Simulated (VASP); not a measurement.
# BaO: single point with PBE

BaO:

```
Ba O
1.0
     0.00000    2.78655    2.78655
     2.78655    0.00000    2.78655
     2.78655    2.78655    0.00000
Ba O
1 1
Direct
  0.00000 0.00000 0.00000
  0.50000 0.50000 0.50000
```

```
Program             : VASP 6.6.1
Task                : single point
Functional          : PBE
Potentials or basis : VASP PAW PBE potentials, release 64 (Ba_sv, O)
Cutoff              : 600 eV
k mesh              : 7 × 7 × 7
Occupations         : methfessel-paxton, width 0.02 eV
Spin                : no spin polarisation
```

```json
{
 "Pressure": "1.5 GPa",
 "Band gap on the k mesh": "2.17 eV (least direct gap 2.27 eV)"
}
```

Levels at points of the mesh, in eV from the valence-band top:
| k point | band 6 | band 7 | band 8 | band 9 | band 10 | band 11 |
| --- | --- | --- | --- | --- | --- | --- |
| (0.00, 0.00, 0.00) | -0.25 | -0.25 | -0.25 | 3.52 | 4.74 | 4.74 |

It took 22 s on 1 thread of Intel Xeon 8259CL (shared host), peak memory 0.18 GiB.

Caveat: spin-orbit coupling is left out, which moves the levels of the heavy elements; an odd mesh through Γ misses points on the zone boundary, where band edges can lie.
